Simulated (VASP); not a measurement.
Write the native input for VASP 6.6.1 that does the following.

- Task: single point
- Functional: r2SCAN0
- Potentials or basis: VASP PAW PBE potentials, release 64 (Ti_sv)
- Cutoff: 520 eV
- k mesh: 6 × 6 × 6
- Occupations: fermi-dirac, width 0.05 eV
- Spin: no spin polarisation
- Dipole correction: no
- Grid for exact exchange (PRECFOCK): Normal
- Further INCAR settings: ALGO = Normal; EDIFF = 1e-06; NBANDS = 12
- Share of exact exchange: 0.25

Ti:

```
Ti
1.0
    -1.64100    1.64100    1.64100
     1.64100   -1.64100    1.64100
     1.64100    1.64100   -1.64100
Ti
1
Direct
  0.00000 0.00000 0.00000
```

This isn't the form of Ti at room conditions, which is hcp.

These files were run (other wordings do the same):

POSCAR

```
Ti
1.0
   -1.6410000000      1.6410000000      1.6410000000
    1.6410000000     -1.6410000000      1.6410000000
    1.6410000000      1.6410000000     -1.6410000000
Ti
1
Direct
    0.0000000000      0.0000000000      0.0000000000
```

INCAR.step1

```
  ALGO = Normal
  EDIFF = 1E-5
  ENCUT = 520
  GGA = PE
  ISIF = 2
  ISMEAR = -1
  LASPH = T
  LCHARG = F
  LREAL = F
  LWAVE = T
  NBANDS = 12
  NELM = 60
  PREC = Accurate
  SIGMA = 0.05
```

INCAR.step2

```
  AEXX = 0.25
  ALGO = Normal
  EDIFF = 1E-6
  ENCUT = 520
  ISIF = 2
  ISMEAR = -1
  ISTART = 1
  LASPH = T
  LCHARG = F
  LHFCALC = T
  LMIXTAU = T
  LREAL = F
  LWAVE = F
  METAGGA = R2SCAN
  NBANDS = 12
  NELM = 60
  PREC = Accurate
  PRECFOCK = Normal
  SIGMA = 0.05
```

KPOINTS

```
k-points
0
Gamma
  6 6 6
```

Potentials or basis: VASP PAW PBE potentials, release 64 (Ti_sv).

Launch:

```console
$ cat potpaw_PBE.64/Ti_sv/POTCAR > POTCAR
$ cp INCAR.step1 INCAR
$ mpirun -np 1 vasp_std > vasp.out
$ cp INCAR.step2 INCAR
$ mpirun -np 1 vasp_std > vasp.out
```

It gave:

The pressure is -2.7 GPa and the band gap on the k mesh is zero (bands 6 and 7 overlap by 3.46 eV).

Caveat: the k points lie up to 0.45 Å⁻¹ apart, too coarse for converged energies and pressures of a metal; the PAW data sets were made with another functional, which shifts forces and pressure a little.

It took 13 min on 1 thread of AMD EPYC 7R43 64-Core Processor (Zen 3) (shared host), peak memory 0.12 GiB.
